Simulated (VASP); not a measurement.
The system is ZrF2.

```xyz
6
Lattice="-2.1699 2.1699 3.2062 2.1699 -2.1699 3.2062 2.1699 2.1699 -3.2062" Properties=species:S:1:pos:R:3 pbc="T T T"
Zr    2.1699    0.0000    1.6031
Zr    0.0000    0.0000    3.2062
F     0.0000    1.0849    0.8015
F     0.0000    3.2548    0.8015
F    -1.0849    2.1699    2.4046
F     1.0849    2.1699    2.4046
```

The cell was built from a structure type or drawn by symmetry, and may not be a known phase.

| Item | Value |
| --- | --- |
| Program | VASP 6.6.1 |
| Task | relaxation of cell and atoms |
| Functional | PBE |
| Potentials or basis | VASP PAW PBE potentials, release 64 (Zr_sv, F) |
| Cutoff | 600 eV |
| k mesh | 6 × 6 × 6 |
| Occupations | gaussian, width 0.1 eV |
| Spin | no spin polarisation |

At the start: pressure 30.3 GPa; volume 10.06 Å³/atom.

Q: How do energy, volume and symmetry change on relaxing?

A: Over 14 steps the energy falls by 364.2 meV/atom and the volume is 12.00 Å³/atom (+19.3 %); space group I4_1/amd (No. 141, to 0.1 Å) before and after.

The path:
| step | energy change (eV) | largest force (eV/Å) | pressure (GPa) | volume (Å³) |
| --- | --- | --- | --- | --- |
| 1 | 0.0000 | 0.0000 | 30.29 | 60.38 |
| 2 | -0.8076 | 0.0000 | -7.81 | 78.58 |
| 3 | -0.9666 | 0.0000 | 0.21 | 72.30 |
| 4 | -0.9667 | 0.0000 | -0.19 | 72.56 |
| 5 | -0.9753 | 0.0000 | -0.19 | 72.59 |
| 6 | -1.0059 | 0.0000 | -0.14 | 72.66 |
| 7 | -1.0810 | 0.0000 | 0.26 | 72.67 |
| 8 | -1.3500 | 0.0000 | 1.78 | 72.26 |
| 9 | -2.1448 | 0.0000 | 5.49 | 69.80 |
| 10 | -2.1426 | 0.0000 | 5.14 | 70.17 |
| 11 | -2.1504 | 0.0000 | 5.37 | 69.93 |
| 12 | -2.1836 | 0.0000 | -0.81 | 72.34 |
| 13 | -2.1845 | 0.0000 | 0.05 | 71.99 |
| 14 | -2.1850 | 0.0000 | 0.03 | 72.03 |

Final structure:
```
CELL_PARAMETERS angstrom
-2.00761 2.00761 4.46762
2.00761 -2.00761 4.46762
2.00761 2.00761 -4.46762
ATOMIC_POSITIONS crystal
Zr 0.25000 0.75000 0.50000
Zr 0.50000 0.50000 0.00000
F 0.37500 0.12500 0.25000
F 0.87500 0.12500 0.75000
F 0.87500 0.12500 0.25000
F 0.87500 0.62500 0.75000
```

Caveat: the volume moved by over 15 % at a fixed basis, so the end points are rough.
